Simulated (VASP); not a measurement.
# Cu (Fm-3m) in VASP: further runs

Cu is run at these levels: PBE; tasks: electric field gradients.

All numbers are computed with VASP 6.6.1; they aren't measurements. Logs are shortened: lines on timing, memory, paths and dates and some standing lists are left out, and cuts for length are marked.

## 1. The cell of the first run

Symmetry: Fm-3m, No. 225, cubic system. The conventional cell has a = 3.663 Å, b = 3.663 Å, c = 3.663 Å, α = 90.00°, β = 90.00°, γ = 90.00°. Within 3.4 Å of Cu (site symmetry m-3m) lie 12 Cu at 2.59 Å.

## 2. Electric field gradients, PBE (volume scaled by 1.04)

Contents of INCAR:

```
ALGO = Normal
EDIFF = 1E-8
ENCUT = 520
GGA = PE
ISIF = 2
ISMEAR = -1
LASPH = T
LCHARG = F
LEFG = T
LREAL = F
LWAVE = F
NBANDS = 12
NELM = 80
PREC = Accurate
SIGMA = 0.08
```

Contents of KPOINTS:

```
k-points
0
Gamma
  19 19 19
```

Contents of POSCAR:

```
Cu
1.0
    0.0000000000      1.8312856224      1.8312856224
    1.8312856224      0.0000000000      1.8312856224
    1.8312856224      1.8312856224      0.0000000000
Cu
1
Direct
    0.0000000000      0.0000000000      0.0000000000
```

Potentials or basis: VASP PAW PBE potentials, release 64 (Cu).

The run is started by

```console
$ cat potpaw_PBE.64/Cu/POTCAR > POTCAR
$ mpirun -np 1 vasp_std > vasp.out
```

OUTCAR:

```text
EDIFF = 1E-8
   ENCUT = 520
   GGA = PE
   ISIF = 2
   ISMEAR = -1
   LASPH = T
   LREAL = F
   NELM = 80
   PREC = Accurate

 ion  position               nearest neighbor table
   1  0.000  0.000  0.000-

  LATTYP: Found a face centered cubic cell.
 ALAT       =     3.6625712448

  Lattice vectors:

 A1 = (   0.0000000000,   1.8312856224,   1.8312856224)
 A2 = (   1.8312856224,   0.0000000000,   1.8312856224)
 A3 = (   1.8312856224,   1.8312856224,   0.0000000000)

Analysis of symmetry for initial positions (statically):
=====================================================================
 Subroutine PRICEL returns:
 Original cell was already a primitive cell.

 Routine SETGRP: Setting up the symmetry group for a
 face centered cubic supercell.

 Subroutine GETGRP returns: Found 48 space group operations
 (whereof 48 operations were pure point group operations)
 out of a pool of 48 trial point group operations.

The static configuration has the point symmetry O_h .

Analysis of symmetry for dynamics (positions and initial velocities):
=====================================================================
 Subroutine PRICEL returns:
 Original cell was already a primitive cell.

 Routine SETGRP: Setting up the symmetry group for a
 face centered cubic supercell.

 Subroutine GETGRP returns: Found 48 space group operations
 (whereof 48 operations were pure point group operations)
 out of a pool of 48 trial point group operations.

The dynamic configuration has the point symmetry O_h .

 Subroutine INISYM returns: Found 48 space group operations
 (whereof 48 operations are pure point group operations),
 and found     1 'primitive' translations

----------------------------------------------------------------------------------------

                                     Primitive cell

  volume of cell :      12.2828

  direct lattice vectors                    reciprocal lattice vectors
     0.000000000  1.831285622  1.831285622    -0.273032232  0.273032232  0.273032232
     1.831285622  0.000000000  1.831285622     0.273032232 -0.273032232  0.273032232
     1.831285622  1.831285622  0.000000000     0.273032232  0.273032232 -0.273032232

  length of vectors
     2.589828964  2.589828964  2.589828964     0.472905697  0.472905697  0.472905697

  position of ions in fractional coordinates (direct lattice)
     0.000000000  0.000000000  0.000000000

  ion indices of the primitive-cell ions
   primitive index   ion index
                 1           1

----------------------------------------------------------------------------------------

 KPOINTS: k-points

Automatic generation of k-mesh.
 Grid dimensions read from file:
 generate k-points for:   19   19   19

 Generating k-lattice:

  Cartesian coordinates                     Fractional coordinates (reciprocal lattice)
    -0.014370117  0.014370117  0.014370117     0.052631579  0.000000000  0.000000000
     0.014370117 -0.014370117  0.014370117     0.000000000  0.052631579  0.000000000
     0.014370117  0.014370117 -0.014370117     0.000000000  0.000000000  0.052631579

  Length of vectors
     0.024889774  0.024889774  0.024889774

  Shift w.r.t. Gamma in fractional coordinates (k-lattice)
     0.000000000  0.000000000  0.000000000

 Subroutine IBZKPT returns following result:
 ===========================================

 Found    220 irreducible k-points:

 Following reciprocal coordinates:
            Coordinates               Weight
  0.000000  0.000000  0.000000      1.000000
  0.052632  0.000000  0.000000      8.000000
  0.105263  0.000000  0.000000      8.000000
  0.157895  0.000000  0.000000      8.000000
  0.210526  0.000000  0.000000      8.000000
  0.263158  0.000000  0.000000      8.000000
[... 16 lines left out ...]
 -0.315789  0.052632  0.000000     24.000000
 -0.263158  0.052632  0.000000     24.000000
 [... further k-points ...]
   k-points           NKPTS =    220   k-points in BZ     NKDIM =    220   number of bands    NBANDS=     12
   number of dos      NEDOS =    301   number of ions     NIONS =      1
   total plane-waves  NPLWV =   8000
   dimension x,y,z NGX =    20 NGY =   20 NGZ =   20
   dimension x,y,z NGXF=    40 NGYF=   40 NGZF=   40
   ions per type =               1
   NGX,Y,Z   is equivalent  to a cutoff of  12.84, 12.84, 12.84 a.u.
   NGXF,Y,Z  is equivalent  to a cutoff of  25.68, 25.68, 25.68 a.u.
 SYSTEM =  unknown system
   PREC   = accura    normal or accurate (medium, high low for compatibility)
   ISTART =      0    job   : 0-new  1-cont  2-samecut
   ICHARG =      2    charge: 1-file 2-atom 10-const
   ISPIN  =      1    spin polarized calculation?
   LNONCOLLINEAR =      F non collinear calculations
   LSORBIT =      F    spin-orbit coupling
   LASPH  =      T    aspherical Exc in radial PAW
   ENCUT  =  520.0 eV  38.22 Ry    6.18 a.u.   4.82  4.82  4.82*2*pi/ulx,y,z
   NELM   =     80;   NELMIN=  2; NELMDL= -5     # of ELM steps
   EDIFF  = 0.1E-07   stopping-criterion for ELM
   LREAL  =      F    real-space projection
   EDIFFG = 0.1E-06   stopping-criterion for IOM
   NSW    =      0    number of steps for IOM
   IBRION =     -1    ionic relax: 0-MD 1-quasi-New 2-CG
   NFREE  =      0    steps in history (QN), initial steepest desc. (CG)
   ISIF   =      2    stress and relaxation
   ISYM   =      2    0-nonsym 1-usesym 2-fastsym
   POTIM  = 0.5000    time-step for ionic-motion
   TEBEG  =    0.0;   TEEND  =   0.0 temperature during run
   PSTRESS=    0.0 pullay stress
   NELECT =      11.0000    total number of electrons
   NUPDOWN=      -1.0000    fix difference up-down
   EMIN   =  10.00;   EMAX   =-10.00  energy-range for DOS
   EFERMI =   0.00;   METHOD = LEGACY
   ISMEAR =    -1;   SIGMA  =   0.08  broadening in eV -4-tet -1-fermi 0-gaus
   EFERMI_NEDOS =   21; number of points for ismear=-14 and -15
   IALGO  =     38    algorithm
   IMIX   =      4    mixing-type and parameters
     AMIX     =   0.40;   BMIX     =  1.00
     AMIX_MAG =   1.60;   BMIX_MAG =  1.00
  volume/ion in A,a.u.               =      12.28        82.89
  Fermi-wavevector in a.u.,A,eV,Ry     =   1.577997  2.981983 33.879542  2.490076
  Thomas-Fermi vector in A             =   2.678595
   LORBIT       =      0    0 simple, 1 ext, 2 COOP (PROOUT), +10 PAW based schemes
   GGA     = PE    functional components
   LHFCALC =     F    Hartree Fock is set to
   AEXX    =    0.0000 exact exchange contribution
   IVDW    =     0    specifies the selected vdW correction
   LEPSILON=     F    determine dielectric tensor
   LRPA    =     F    only Hartree local field effects (RPA)
 non-spin polarized calculation
  energy-cutoff  :      520.00
  volume of cell :       12.28
 maximum number of plane-waves:       339
   NGX =  9   NGY =  9   NGZ =  9

 number of electron      10.9999989 magnetization

 Free energy of the ion-electron system (eV)
  ---------------------------------------------------
  ext. energy  EPLUGINS =         0.00000000
  ---------------------------------------------------
  free energy    TOTEN  =        -3.72711558 eV

  energy without entropy =       -3.71944465  energy(sigma->0) =       -3.72328012

 E-fermi :   7.1455     XC(G=0): -12.5005

 val. band max:        7.1287228567   @ k =  -0.3684   0.1579   0.0000
 cond. band min:       7.1580991943   @ k =   0.4211   0.4211   0.0000
 fundamental gap:      0.0293763376
 Fermi energy:         7.1454789283

 k-point     1 :       0.0000    0.0000    0.0000
  band No.  band energies     occupation
      1      -1.9478      2.00000
      2       4.1939      2.00000
      3       4.1939      2.00000
      4       4.1939      2.00000
      5       4.9668      2.00000
      6       4.9668      2.00000
      7      29.3883      0.00000
      8      31.7300      0.00000
      9      31.7300      0.00000
     10      31.7300      0.00000
     11      34.1960      0.00000
     12      34.1960      0.00000

 k-point     2 :       0.0526    0.0000    0.0000
  band No.  band energies     occupation
      1      -1.8495      2.00000
      2       4.1738      2.00000
      3       4.2121      2.00000
      4       4.2121      2.00000
      5       4.9596      2.00000
      6       4.9596      2.00000
      7      28.7727      0.00000
      8      30.5143      0.00000
      9      31.3996      0.00000
     10      31.3997      0.00000
     11      34.6702      0.00000
     12      34.6702      0.00000

 k-point     3 :       0.1053    0.0000    0.0000
  band No.  band energies     occupation
      1      -1.5577      2.00000
      2       4.1187      2.00000
      3       4.2601      2.00000
      4       4.2601      2.00000
      5       4.9442      2.00000
      6       4.9442      2.00000
      7      26.4893      0.00000
      8      30.0051      0.00000
      9      30.7769      0.00000
     10      30.7769      0.00000
     11      35.6914      0.00000
     12      35.6914      0.00000

 k-point     4 :       0.1579    0.0000    0.0000
  band No.  band energies     occupation
      1      -1.0816      2.00000
      2       4.0440      2.00000
      3       4.3165      2.00000
      4       4.3165      2.00000
      5       4.9405      2.00000
      6       4.9405      2.00000
      7      23.8016      0.00000
      8      29.7870      0.00000
      9      30.1675      0.00000
     10      30.1675      0.00000
     11      36.0814      0.00000
     12      36.5997      0.00000

 k-point     5 :       0.2105    0.0000    0.0000
  band No.  band energies     occupation
      1      -0.4420      2.00000
      2       3.9775      2.00000
      3       4.3476      2.00000
      4       4.3476      2.00000
      5       4.9790      2.00000
      6       4.9790      2.00000
      7      21.1473      0.00000
      8      29.4995      0.00000
      9      29.6498      0.00000
     10      29.6498      0.00000
     11      35.8949      0.00000
     12      35.8950      0.00000
[... 228 lines left out ...]
      1       2.2171      2.00000
      2       4.1540      2.00000
      3       4.2058      2.00000
      4       5.0477      2.00000
      5       5.4257      2.00000
      6       6.1158      1.99999
      7      11.6740      0.00000
      8      26.4885      0.00000
      9      28.3184      0.00000
     10      28.6234      0.00000
     11      32.0149      0.00000
     12      33.1781      0.00000

 k-point    22 :      -0.3684    0.0526    0.0000
  band No.  band energies     occupation
      1       1.9555      2.00000
      2       4.1978      2.00000
      3       4.2418      2.00000
      4       4.5834      2.00000
      5       5.3115      2.00000
      6       5.6509      2.00000
      7      13.4251      0.00000
      8      26.3391      0.00000
      9      28.7045      0.00000
     10      29.3529      0.00000
     11      31.9681      0.00000
     12      33.5765      0.00000

 k-point    23 :      -0.3158    0.0526    0.0000
  band No.  band energies     occupation
      1       1.4135      2.00000
      2       4.1338      2.00000
      3       4.2562      2.00000
      4       4.2939      2.00000
      5       5.1675      2.00000
      6       5.4190      2.00000
      7      15.5331      0.00000
      8      26.3513      0.00000
      9      29.2249      0.00000
     10      30.1030      0.00000
     11      32.2545      0.00000
     12      33.9944      0.00000

 k-point    24 :      -0.2632    0.0526    0.0000
  band No.  band energies     occupation
      1       0.6603      2.00000
      2       3.9479      2.00000
      3       4.3123      2.00000
      4       4.3479      2.00000
      5       5.0203      2.00000
      6       5.2503      2.00000
      7      17.8619      0.00000
      8      26.5191      0.00000
      9      29.8200      0.00000
     10      30.7187      0.00000
     11      33.0062      0.00000
     12      34.3230      0.00000

 [... further k-points ...]
[... 5 lines left out ...]
  --------------------------------------------------------------------------------------
  -------------------------------------------------------------------------------------
  Total       -0.2357384     -0.2357384     -0.2357384     -0.0000000      0.0000000      0.0000000
  in kB      -30.7498210    -30.7498210    -30.7498210     -0.0000000      0.0000000      0.0000000
  external PRESSURE =     -30.7498210 kB  Pullay stress =       0.0000000 kB

 VOLUME and BASIS-vectors are now :
 -----------------------------------------------------------------------------
  energy-cutoff  :      520.00
  volume of cell :       12.28
      direct lattice vectors                 reciprocal lattice vectors
     0.000000000  1.831285622  1.831285622    -0.273032232  0.273032232  0.273032232
     1.831285622  0.000000000  1.831285622     0.273032232 -0.273032232  0.273032232
     1.831285622  1.831285622  0.000000000     0.273032232  0.273032232 -0.273032232

 POSITION                                       TOTAL-FORCE (eV/Angst)
 -----------------------------------------------------------------------------------
      0.00000      0.00000      0.00000        -0.000000      0.000000     -0.000000
 -----------------------------------------------------------------------------------
    total drift:                               -0.000000     -0.000000     -0.000000

  FREE ENERGIE OF THE ION-ELECTRON SYSTEM (eV)
  ---------------------------------------------------
  free  energy   TOTEN  =        -3.7271155841 eV

  energy  without entropy=       -3.7194446507  energy(sigma->0) =       -3.72328012

 Electric field gradients (V/A^2)
---------------------------------------------------------------------
 ion       V_xx      V_yy      V_zz      V_xy      V_xz      V_yz
---------------------------------------------------------------------
   1      -0.000     0.000     0.000     0.002     0.002     0.002
---------------------------------------------------------------------

 Electric field gradients after diagonalization (V/A^2)
 (convention: |V_zz| > |V_xx| > |V_yy|)
----------------------------------------------------------------------
 ion       V_xx      V_yy      V_zz     asymmetry (V_yy - V_xx)/ V_zz
----------------------------------------------------------------------
   1      -0.002    -0.002     0.004       0.000
----------------------------------------------------------------------

           NMR quadrupolar parameters

 Cq : quadrupolar parameter    Cq=e*Q*V_zz/h
 eta: asymmetry parameters     (V_yy - V_xx)/ V_zz
 Q  : nuclear electric quadrupole moment in mb (millibarn)
----------------------------------------------------------------------
 ion       Cq(MHz)       eta       Q (mb)
----------------------------------------------------------------------
   1       0.000       0.000       1.000
----------------------------------------------------------------------
```

Run time: 48 s. Hardware: 1 thread of AMD EPYC 7R13, shared host; peak memory 0.11 GiB.

Results:

| Property | Result |
| --- | --- |
| Free energy | -3.7271 eV |
| Pressure | -3.1 GPa |

Caveat: without QUAD_EFG the Cq values of the log hold for a quadrupole moment of 1 mb, not for the nuclei.

(Part 1 of 2 ends here.)
